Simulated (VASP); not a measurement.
# MnHg (Pm-3m) in VASP: further runs

The runs below take MnHg through single point, with PBE.

Program: VASP 6.6.1. These are calculated values, not measurements. Logs are shortened: lines on timing, memory, paths and dates and some standing lists are left out, and cuts for length are marked.

**1. The cell of the first run**

It takes space group Pm-3m (No. 221, cubic). Conventional cell: a = 3.315 Å, b = 3.315 Å, c = 3.315 Å, α = 90.00°, β = 90.00°, γ = 90.00°. Mn (site symmetry m-3m) has 8 Hg at 2.87 Å and 6 Mn at 3.31 to 3.32 Å within 3.8 Å. Within 3.8 Å of Hg (site symmetry m-3m) lie 8 Mn at 2.87 Å and 6 Hg at 3.31 Å.

**2. Single point, PBE, collinear spin, zero start**

Contents of INCAR:

```
SYSTEM = MnHg
ALGO = Normal ; EDIFF = 1E-6
ENCUT = 520 ; GGA = PE
ISIF = 2 ; ISMEAR = -1
ISPIN = 2 ; LASPH = .TRUE.
LCHARG = .FALSE. ; LMAXMIX = 4
LORBIT = 11 ; LREAL = .FALSE.
LWAVE = .FALSE. ; MAGMOM = 0 0
NBANDS = 24 ; NELM = 150
NUPDOWN = 0.0 ; PREC = Accurate
SIGMA = 0.1
```

Contents of KPOINTS:

```
k-points
0
G
  10 10 10
  0 0 0
```

Contents of POSCAR:

```
MnHg
1.0
    3.3150000000      0.0000000000      0.0000000000
    0.0000000000      3.3150000000      0.0000000000
    0.0000000000      0.0000000000      3.3150000000
Mn Hg
1 1
Direct
    0.5000000000      0.5000000000      0.5000000000
    0.0000000000      0.0000000000      0.0000000000
```

Potentials or basis: VASP PAW PBE potentials, release 64 (Mn_pv, Hg).

Command:

```sh
> cat potpaw_PBE.64/Mn_pv/POTCAR potpaw_PBE.64/Hg/POTCAR > POTCAR
> mpirun -np 1 vasp_std > vasp.out
```

OUTCAR:

```text
SYSTEM = MnHg
   EDIFF = 1E-6
   ENCUT = 520
   GGA = PE
   ISIF = 2
   ISMEAR = -1
   ISPIN = 2
   LASPH = .TRUE.
   LORBIT = 11
   LREAL = .FALSE.
   NELM = 150
   NUPDOWN = 0.0
   PREC = Accurate

 ion  position               nearest neighbor table
   1  0.500  0.500  0.500-   2 2.87   2 2.87   2 2.87   2 2.87   2 2.87   2 2.87   2 2.87   2 2.87

   2  0.000  0.000  0.000-   1 2.87   1 2.87   1 2.87   1 2.87   1 2.87   1 2.87   1 2.87   1 2.87

  LATTYP: Found a simple cubic cell.
 ALAT       =     3.3150000000

  Lattice vectors:

 A1 = (   3.3150000000,   0.0000000000,   0.0000000000)
 A2 = (   0.0000000000,   3.3150000000,   0.0000000000)
 A3 = (   0.0000000000,   0.0000000000,   3.3150000000)

Analysis of symmetry for initial positions (statically):
=====================================================================
 Subroutine PRICEL returns:
 Original cell was already a primitive cell.

 Routine SETGRP: Setting up the symmetry group for a
 simple cubic supercell.

 Subroutine GETGRP returns: Found 48 space group operations
 (whereof 48 operations were pure point group operations)
 out of a pool of 48 trial point group operations.

The static configuration has the point symmetry O_h .

Analysis of symmetry for dynamics (positions and initial velocities):
=====================================================================
 Subroutine PRICEL returns:
 Original cell was already a primitive cell.

 Routine SETGRP: Setting up the symmetry group for a
 simple cubic supercell.

 Subroutine GETGRP returns: Found 48 space group operations
 (whereof 48 operations were pure point group operations)
 out of a pool of 48 trial point group operations.

The dynamic configuration has the point symmetry O_h .

Analysis of structural, dynamic, and magnetic symmetry:
=====================================================================
 Subroutine PRICEL returns:
 Original cell was already a primitive cell.

 Routine SETGRP: Setting up the symmetry group for a
 simple cubic supercell.

 Subroutine GETGRP returns: Found 48 space group operations
 (whereof 48 operations were pure point group operations)
 out of a pool of 48 trial point group operations.

The overall configuration has the point symmetry O_h .

 Subroutine INISYM returns: Found 48 space group operations
 (whereof 48 operations are pure point group operations),
 and found     1 'primitive' translations

----------------------------------------------------------------------------------------

                                     Primitive cell

  volume of cell :      36.4293

[... 108 lines left out ...]
     AMIX_MAG =   1.60;   BMIX_MAG =  1.00
  volume/ion in A,a.u.               =      18.21       122.92
  Fermi-wavevector in a.u.,A,eV,Ry     =   1.444014  2.728790 28.370534  2.085175
  Thomas-Fermi vector in A             =   2.562356
   LORBIT       =     11    0 simple, 1 ext, 2 COOP (PROOUT), +10 PAW based schemes
   GGA     = PE    functional components
   LHFCALC =     F    Hartree Fock is set to
   AEXX    =    0.0000 exact exchange contribution
   IVDW    =     0    specifies the selected vdW correction
   LEPSILON=     F    determine dielectric tensor
   LRPA    =     F    only Hartree local field effects (RPA)
 spin polarized calculation
  energy-cutoff  :      520.00
  volume of cell :       36.43
 maximum number of plane-waves:       996
 NGX is ok and might be reduce to    28
   NGX = 13   NGY = 13   NGZ = 13

 number of electron      25.0000012 magnetization      -0.0000000

 number of electron      25.0000012 magnetization       0.0000000

 Free energy of the ion-electron system (eV)
  ---------------------------------------------------
  ext. energy  EPLUGINS =         0.00000000
  ---------------------------------------------------
  free energy    TOTEN  =        -7.11591509 eV

  energy without entropy =       -6.93413992  energy(sigma->0) =       -7.02502751

 E-fermi :   4.7499     XC(G=0): -11.7295

 val. band max:        4.7481216993   @ k =   0.5000   0.2000   0.1000
 cond. band min:       4.7564475162   @ k =   0.3000   0.2000   0.2000
 fundamental gap:      0.0083258169
 Fermi energy:         4.7498673340

 spin component 1

 k-point     1 :       0.0000    0.0000    0.0000
  band No.  band energies     occupation
      1     -42.8668      1.00000
      2     -42.8668      1.00000
      3     -42.8668      1.00000
      4      -4.0695      1.00000
      5      -2.9371      1.00000
      6      -2.9371      1.00000
[... 637 lines left out ...]
     23      22.2858      0.00000
     24      23.2010      0.00000

 [... further k-points ...]

 spin component 2

 k-point     1 :       0.0000    0.0000    0.0000
  band No.  band energies     occupation
      1     -42.8668      1.00000
      2     -42.8668      1.00000
      3     -42.8668      1.00000
      4      -4.0695      1.00000
      5      -2.9371      1.00000
      6      -2.9371      1.00000
[... 637 lines left out ...]
     23      22.2858      0.00000
     24      23.2010      0.00000

 [... further k-points ...]
[... 5 lines left out ...]
  --------------------------------------------------------------------------------------
  -------------------------------------------------------------------------------------
  Total       -3.1406441     -3.1406441     -3.1406441     -0.0000000     -0.0000000      0.0000000
  in kB     -138.1270411   -138.1270411   -138.1270411     -0.0000000     -0.0000000      0.0000000
  external PRESSURE =    -138.1270411 kB  Pullay stress =       0.0000000 kB

 VOLUME and BASIS-vectors are now :
 -----------------------------------------------------------------------------
  energy-cutoff  :      520.00
  volume of cell :       36.43
      direct lattice vectors                 reciprocal lattice vectors
     3.315000000  0.000000000  0.000000000     0.301659125  0.000000000  0.000000000
     0.000000000  3.315000000  0.000000000     0.000000000  0.301659125  0.000000000
     0.000000000  0.000000000  3.315000000     0.000000000  0.000000000  0.301659125

 POSITION                                       TOTAL-FORCE (eV/Angst)
 -----------------------------------------------------------------------------------
      1.65750      1.65750      1.65750         0.000000      0.000000      0.000000
      0.00000      0.00000      0.00000         0.000000      0.000000      0.000000
 -----------------------------------------------------------------------------------
    total drift:                                0.000000      0.000000      0.000000

  FREE ENERGIE OF THE ION-ELECTRON SYSTEM (eV)
  ---------------------------------------------------
  free  energy   TOTEN  =        -7.1159150890 eV

  energy  without entropy=       -6.9341399248  energy(sigma->0) =       -7.02502751

 total charge

# of ion       s       p       d       tot
------------------------------------------
    1        0.222   6.146   5.081  11.449
    2        0.792   0.482   9.252  10.526
--------------------------------------------------
tot          1.014   6.628  14.333  21.975

 magnetization (x)

# of ion       s       p       d       tot
------------------------------------------
    1        0.000   0.000   0.000   0.000
    2       -0.000  -0.000  -0.000  -0.000
--------------------------------------------------
tot         -0.000  -0.000   0.000   0.000
```

OSZICAR:

```text
N       E                     dE             d eps       ncg     rms          rms(c)
DAV:   1     0.231880978020E+03    0.23188E+03   -0.13759E+04  5432   0.116E+03
DAV:   2    -0.616917804975E+00   -0.23250E+03   -0.22207E+03  5616   0.340E+02
DAV:   3    -0.811819026020E+01   -0.75013E+01   -0.74637E+01  6320   0.687E+01
DAV:   4    -0.817202714194E+01   -0.53837E-01   -0.53833E-01  6032   0.551E+00
DAV:   5    -0.817280894618E+01   -0.78180E-03   -0.78178E-03  6584   0.602E-01    0.106E+01
DAV:   6    -0.856496609758E+01   -0.39216E+00   -0.22397E+01  6240   0.281E+01    0.116E+01
DAV:   7    -0.715791848075E+01    0.14070E+01   -0.11896E+01  6240   0.221E+01    0.461E+00
DAV:   8    -0.712024660226E+01    0.37672E-01   -0.20449E-01  5704   0.290E+00    0.209E+00
DAV:   9    -0.711617417196E+01    0.40724E-02   -0.15901E-02  6312   0.101E+00    0.151E-01
DAV:  10    -0.711589669236E+01    0.27748E-03   -0.63433E-04  6072   0.275E-01    0.495E-02
DAV:  11    -0.711591203915E+01   -0.15347E-04   -0.90169E-05  6360   0.742E-02    0.259E-02
DAV:  12    -0.711591502164E+01   -0.29825E-05   -0.94288E-06  6040   0.284E-02    0.135E-02
DAV:  13    -0.711591508902E+01   -0.67376E-07   -0.68990E-07  4024   0.723E-03
   1 F= -.71159151E+01 E0= -.70250275E+01  d E =-.181775E+00  mag=    -0.0000
```

stdout:

```text
POSCAR found type information on POSCAR MnHg
 POSCAR found :  2 types and       2 ions
 scaLAPACK will be used
 LDA part: xc-table for (Slater+PW92), standard interpolation
 POSCAR, INCAR and KPOINTS ok, starting setup
 FFT: planning ... GRIDC
 FFT: planning ... GRID_SOFT
 FFT: planning ... GRID
 WAVECAR not read
 entering main loop
```

Run time: 36 s. Hardware: 1 thread of Intel Xeon 6975P-C (Granite Rapids), shared host; peak memory 0.22 GiB.

Results:

| Property | Result |
| --- | --- |
| Free energy | -7.1159 eV |
| Pressure | -13.8 GPa |
| Net moment | 0.00 μB per cell |
| Valence electrons inside the program's atomic spheres | Mn 11.45; Hg 10.53 |

Caveat: spin-orbit coupling is left out, which moves the levels of the heavy elements; the total moment is fixed, so each spin has its own Fermi level.

**3. Single point, PBE, collinear spin, ferromagnetic start**

Contents of INCAR:

```
SYSTEM = MnHg
ALGO = Normal ; EDIFF = 1E-6
ENCUT = 520 ; GGA = PE
ISIF = 2 ; ISMEAR = -1
ISPIN = 2 ; LASPH = .TRUE.
LCHARG = .FALSE. ; LMAXMIX = 4
LORBIT = 11 ; LREAL = .FALSE.
LWAVE = .FALSE. ; MAGMOM = 4 0
NBANDS = 24 ; NELM = 150
PREC = Accurate ; SIGMA = 0.1
```

KPOINTS is that of step 2.

POSCAR is that of step 2.

Potentials or basis: VASP PAW PBE potentials, release 64 (Mn_pv, Hg).

Command:

```sh
> cat potpaw_PBE.64/Mn_pv/POTCAR potpaw_PBE.64/Hg/POTCAR > POTCAR
> mpirun -np 1 vasp_std > vasp.out
```

Wall time 41 s (1 thread of Intel Xeon 6975P-C (Granite Rapids), shared host); peak memory 0.22 GiB.

The run converged. Its results:

| Item | Value |
| --- | --- |
| Free energy | -8.5180 eV |
| Pressure | 0.7 GPa |
| Net moment | 3.89 μB per cell |
| Site moments | Mn +3.80; Hg -0.06 μB |
| Valence electrons inside the program's atomic spheres | Mn 11.40; Hg 10.59 |

Levels at points of the mesh, in eV from the Fermi level:
Spin up:
| k point | band 12 | band 13 | band 14 | band 15 | band 16 | band 17 |
| --- | --- | --- | --- | --- | --- | --- |
| (0.00, 0.00, 0.00) | -2.05 | -2.05 | -2.05 | 4.89 | 4.89 | 4.89 |
| (0.50, 0.00, 0.00) | -2.74 | -2.74 | -2.26 | -1.55 | 10.05 | 10.05 |
| (0.50, 0.50, 0.00) | -2.07 | -2.00 | -1.66 | -1.66 | 0.63 | 2.88 |
| (0.50, 0.50, 0.50) | -1.97 | -1.97 | 0.44 | 4.13 | 4.13 | 4.13 |
Spin down:
```csv
k point,band 8,band 9,band 10,band 11,band 12,band 13,band 14,band 15
"(0.00, 0.00, 0.00)",-7.07,-7.07,0.32,0.32,1.49,1.49,1.49,5.25
"(0.50, 0.00, 0.00)",-6.97,-5.00,-4.45,-0.03,0.44,0.44,1.31,2.03
"(0.50, 0.50, 0.00)",-6.52,-3.50,-1.42,-1.42,0.49,1.32,1.32,1.88
"(0.50, 0.50, 0.50)",-6.49,-1.56,-1.56,-1.56,0.31,1.91,1.91,5.56
```

Caveat: spin-orbit coupling is left out, which moves the levels of the heavy elements.
